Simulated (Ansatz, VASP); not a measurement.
One calculation of Mg3CdSe2O2, two programs

```xyz
8
Lattice="3.8891 0.0000 0.0000 0.0000 3.8891 0.0000 0.0000 0.0000 9.8144" Properties=species:S:1:pos:R:3 pbc="T T T"
Mg    0.0000    0.0000    0.0000
Mg    1.9446    1.9446    8.3179
Mg    1.9446    1.9446    1.4965
Cd    0.0000    0.0000    4.9072
Se    1.9446    0.0000    6.6730
Se    0.0000    1.9446    3.1414
O     1.9446    0.0000    0.6112
O     0.0000    1.9446    9.2032
```

Alike in both runs: functional PBE; k mesh 8 × 8 × 4; no spin polarisation.

Ansatz relaxed the structure, and its values are those at the end. VASP's run is a single point on that final structure, the one shown.

|  | VASP | Ansatz |
| --- | --- | --- |
| version | VASP 6.6.1 | Ansatz 0.2.0 |
| potentials or method | VASP PAW PBE potentials, release 64 (Mg, Cd, Se, O), cutoff 600 eV | scalar-relativistic, plane waves, PAW |
| occupations | gaussian, width 0.01 eV | fixed |
| valence electrons in the cell | 42 | 94 |

```csv
,VASP,Ansatz,Ansatz less VASP
gap on the k mesh at the Fermi level (eV),1.09,1.11,+0.015
least direct gap on the mesh (eV),1.16,1.18,+0.013
pressure (GPa),-0.1,0.0,+0.09
rms of the force components (eV/Å),0.015,0.000,-0.0145
```

VASP's potentials hold 42 valence electrons a cell and Ansatz's 94, so a difference there can come from the potentials and not from the codes.
